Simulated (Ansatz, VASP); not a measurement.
## Two plane-wave programs on W

File INCAR:

```
ALGO = Normal
EDIFF = 1E-7
ENCUT = 520
GGA = PE
ISIF = 2
ISMEAR = -1
LASPH = True
LCHARG = False
LREAL = False
LWAVE = False
NBANDS = 13
NELM = 80
PREC = Accurate
SIGMA = 0.15
```

KPOINTS

```
k-points
0
Gamma
  13 13 13
```

The input POSCAR:

```
W
1.0
   -1.5536989570      1.5536989570      1.5536989570
    1.5536989570     -1.5536989570      1.5536989570
    1.5536989570      1.5536989570     -1.5536989570
W
1
Direct
    0.0000000000      0.0000000000      0.0000000000
```

Input for Ansatz:

```yaml
crystal:
  lattice:
    - [-1.5536989569561828, 1.5536989569561828, 1.5536989569561828]
    - [1.5536989569561828, -1.5536989569561828, 1.5536989569561828]
    - [1.5536989569561828, 1.5536989569561828, -1.5536989569561828]
  atoms:
    - { symbol: W, position: [0.0, 0.0, 0.0] }
basis:
  ecutwfc: 489.804952427784
kpoints:
  mp_grid:
    grid: [13, 13, 13]
hamiltonian:
  xc: pbe
scf:
  occupations:
    method: fermi_dirac
    width: 0.15
output:
  stress: true
```

Alike in both runs: task single point; functional PBE; k mesh 13 × 13 × 13; occupations fermi-dirac, width 0.15 eV; no spin polarisation.

```csv
,VASP,Ansatz
version,VASP 6.6.1,Ansatz 0.2.0
potentials or method,"VASP PAW PBE potentials, release 64 (W_sv), cutoff 520 eV","plane waves, PAW"
valence electrons in the cell,14,14
```

VASP gave:

| Property | Result |
| --- | --- |
| pressure (GPa) | 26.4 |

Question: Estimate Ansatz's values.

Answer: Pressure (GPa): 25.6.

Spin-orbit coupling is off throughout.
